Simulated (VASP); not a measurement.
# Rh (Im-3m) in VASP: notebook, part 2 of 2

VASP 6.6.1.

## Step 4: Single point, PBE

This run uses another cell than the first one, of 15.35 Å³/atom, 1.039 times its volume.

INCAR reads:

```
SYSTEM = Rh
ALGO = Normal
EDIFF = 1E-7
ENCUT = 520
GGA = PE
ISIF = 2
ISMEAR = -1
LASPH = .TRUE.
LCHARG = .FALSE.
LREAL = .FALSE.
LWAVE = .FALSE.
NBANDS = 14
NELM = 100
PREC = Accurate
SIGMA = 0.06122561905347299
```

KPOINTS reads:

```
k-points
0
G
  17 17 17
  0 0 0
```

POSCAR reads:

```
Rh
1.0
   -1.5655205800      1.5655205800      1.5655205800
    1.5655205800     -1.5655205800      1.5655205800
    1.5655205800      1.5655205800     -1.5655205800
Rh
1
Direct
    0.0000000000      0.0000000000      0.0000000000
```

Command:

```
$ cat potpaw_PBE.64/Rh_pv/POTCAR > POTCAR
$ mpirun -np 1 vasp_std > vasp.out
```

It took 13 s on 1 thread of Intel Xeon 6975P-C, shared host; peak memory 0.15 GiB.

The run converged. Its results:

```yaml
Free_energy: -6.8902 eV
Pressure: -11.7 GPa
```

Levels at points of the mesh, in eV from the Fermi level:
| k point | band 4 | band 5 | band 6 | band 7 | band 8 | band 9 | band 10 | band 11 | band 12 | band 13 |
| --- | --- | --- | --- | --- | --- | --- | --- | --- | --- | --- |
| (0.00, 0.00, 0.00) | -7.01 | -2.51 | -2.51 | -2.51 | -0.37 | -0.37 | 18.32 | 18.32 | 18.32 | 21.28 |

## Step 5: Single point, PBE

This run uses another cell than the first one, of 13.61 Å³/atom, 0.922 times its volume.

INCAR reads:

```
  PREC = Accurate
  ENCUT = 520
  EDIFF = 1E-6
  ISMEAR = -1
  SIGMA = 0.06122561905347299
  LREAL = F
  LASPH = T
  NELM = 100
  ALGO = Normal
  ISIF = 2
  LWAVE = F
  LCHARG = F
  GGA = PE
  NBANDS = 14
```

KPOINTS reads:

```
Automatic mesh
0
Gamma
  25 25 25
```

POSCAR reads:

```
Rh
1.0
   -1.5040632869      1.5040632869      1.5040632869
    1.5040632869     -1.5040632869      1.5040632869
    1.5040632869      1.5040632869     -1.5040632869
Rh
1
Direct
    0.0000000000      0.0000000000      0.0000000000
```

Potentials or basis: VASP PAW PBE potentials, release 64 (Rh_pv).

Command:

```
$ cat potpaw_PBE.64/Rh_pv/POTCAR > POTCAR
$ mpirun -np 1 vasp_std > vasp.out
```

OUTCAR:

```text
PREC = Accurate
   ENCUT = 520
   EDIFF = 1E-6
   ISMEAR = -1
   LREAL = F
   LASPH = T
   NELM = 100
   ISIF = 2
   GGA = PE

 ion  position               nearest neighbor table
   1  0.000  0.000  0.000-

  LATTYP: Found a body centered cubic cell.
 ALAT       =     3.0081265738

  Lattice vectors:

 A1 = (  -1.5040632869,   1.5040632869,   1.5040632869)
 A2 = (   1.5040632869,  -1.5040632869,   1.5040632869)
 A3 = (   1.5040632869,   1.5040632869,  -1.5040632869)

[... 584 lines left out ...]
     14      37.9566      0.00000

 [... further k-points ...]

------------------------ aborting loop because EDIFF is reached ----------------------------------------

  FORCE on cell =-STRESS in cart. coord.  units (eV):
  Direction    XX          YY          ZZ          XY          YZ          ZX
  --------------------------------------------------------------------------------------
  -------------------------------------------------------------------------------------
  Total        1.4347211      1.4347211      1.4347211      0.0000000      0.0000000     -0.0000000
  in kB      168.8961495    168.8961495    168.8961495      0.0000000      0.0000000     -0.0000000
  external PRESSURE =     168.8961495 kB  Pullay stress =       0.0000000 kB

 VOLUME and BASIS-vectors are now :
 -----------------------------------------------------------------------------
  energy-cutoff  :      520.00
  volume of cell :       13.61
      direct lattice vectors                 reciprocal lattice vectors
    -1.504063287  1.504063287  1.504063287     0.000000000  0.332432820  0.332432820
     1.504063287 -1.504063287  1.504063287     0.332432820  0.000000000  0.332432820
     1.504063287  1.504063287 -1.504063287     0.332432820  0.332432820  0.000000000

 POSITION                                       TOTAL-FORCE (eV/Angst)
 -----------------------------------------------------------------------------------
      0.00000      0.00000      0.00000         0.000000      0.000000      0.000000
 -----------------------------------------------------------------------------------
    total drift:                                0.000000     -0.000000      0.000000

  FREE ENERGIE OF THE ION-ELECTRON SYSTEM (eV)
  ---------------------------------------------------
  free  energy   TOTEN  =        -6.8766922884 eV

  energy  without entropy=       -6.8472768446  energy(sigma->0) =       -6.86198457
```

OSZICAR:

```text
N       E                     dE             d eps       ncg     rms          rms(c)
DAV:   1     0.120494273656E+03    0.12049E+03   -0.87753E+03 12826   0.115E+03
DAV:   2    -0.569719358372E+01   -0.12619E+03   -0.12064E+03 14048   0.342E+02
DAV:   3    -0.727335339620E+01   -0.15762E+01   -0.15716E+01 15494   0.419E+01
DAV:   4    -0.727926521439E+01   -0.59118E-02   -0.59116E-02 14648   0.262E+00
DAV:   5    -0.727931805094E+01   -0.52837E-04   -0.52836E-04 15228   0.218E-01    0.109E+01
DAV:   6    -0.689576842776E+01    0.38355E+00   -0.66753E-01 13490   0.109E+01    0.438E+00
DAV:   7    -0.687970745949E+01    0.16061E-01   -0.18790E-02 15272   0.159E+00    0.199E+00
DAV:   8    -0.687678006509E+01    0.29274E-02   -0.33678E-03 13178   0.771E-01    0.180E-01
DAV:   9    -0.687669064198E+01    0.89423E-04   -0.81500E-05 14726   0.125E-01    0.140E-02
DAV:  10    -0.687669233963E+01   -0.16977E-05   -0.23142E-06 13706   0.186E-02    0.165E-03
DAV:  11    -0.687669228838E+01    0.51251E-07   -0.16179E-07  7234   0.509E-03
   1 F= -.68766923E+01 E0= -.68619846E+01  d E =-.294154E-01
```

stdout:

```text
POSCAR found type information on POSCAR Rh
 POSCAR found :  1 types and       1 ions
 scaLAPACK will be used
 LDA part: xc-table for (Slater+PW92), standard interpolation
 POSCAR, INCAR and KPOINTS ok, starting setup
 FFT: planning ... GRIDC
 FFT: planning ... GRID_SOFT
 FFT: planning ... GRID
 WAVECAR not read
 entering main loop
```

Run time: 41 s. Hardware: 1 thread of Intel Xeon 6975P-C, shared host; peak memory 0.19 GiB.

What came out:

* Free energy: -6.8767 eV
* Pressure: 16.9 GPa

Levels at points of the mesh, in eV from the Fermi level:
| k point | band 4 | band 5 | band 6 | band 7 | band 8 | band 9 | band 10 | band 11 |
| --- | --- | --- | --- | --- | --- | --- | --- | --- |
| (0.00, 0.00, 0.00) | -7.84 | -3.01 | -3.01 | -3.01 | -0.47 | -0.47 | 18.53 | 18.53 |

## Step 6: Overview

```csv
cell,k mesh,gap on the mesh (eV),pressure (GPa)
"a = 2.677 Å, angles 109.5°, 1 atom",17 × 17 × 17,none,-4.5
"a = 2.694 Å, angles 109.5°, 1 atom",17 × 17 × 17,none,-8.3
"a = 2.712 Å, angles 109.5°, 1 atom",17 × 17 × 17,none,-11.7
"a = 2.605 Å, angles 109.5°, 1 atom",25 × 25 × 25,none,16.9
```

Alike in all rows: task single point; level PBE; potentials or basis VASP PAW PBE potentials, release 64 (Rh_pv); no spin polarisation; cutoff (eV) 520; smearing fermi-dirac 0.0612256 eV.

Total energies depend on the potentials used, so only differences within one code and one set of settings carry meaning.
